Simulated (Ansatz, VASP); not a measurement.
**One calculation of SnO2, two programs**

```xyz
6
Lattice="0.0000 3.9339 3.9339 3.9339 0.0000 3.9339 3.9339 3.9339 0.0000" Properties=species:S:1:pos:R:3 pbc="T T T"
Sn    5.9008    5.9008    5.9008
Sn    1.9669    1.9669    1.9669
O     3.0893    3.0893    3.0893
O     4.7784    4.7784    3.0893
O     4.7784    3.0893    4.7784
O     3.0893    4.7784    4.7784
```

Alike in both runs: functional PBE; k mesh 4 × 4 × 4; occupations gaussian, width 0.1 eV; no spin polarisation.

Ansatz relaxed the structure, and its values are those at the end. VASP's run is a single point on that final structure, the one shown.

|  | VASP | Ansatz |
| --- | --- | --- |
| version | VASP 6.6.1 | Ansatz 0.2.0 |
| potentials or method | VASP PAW PBE potentials, release 64 (Sn_d, O), cutoff 520 eV | scalar-relativistic, plane waves, PAW |
| valence electrons in the cell | 52 | 52 |

```csv
,VASP,Ansatz,Ansatz less VASP
gap on the k mesh at the Fermi level (eV),none,none,-
pressure (GPa),0.2,0.0,-0.15
rms of the force components (eV/Å),0.038,0.002,-0.0357
```

A gap of «none» marks a metal or a gap that the smearing closes.
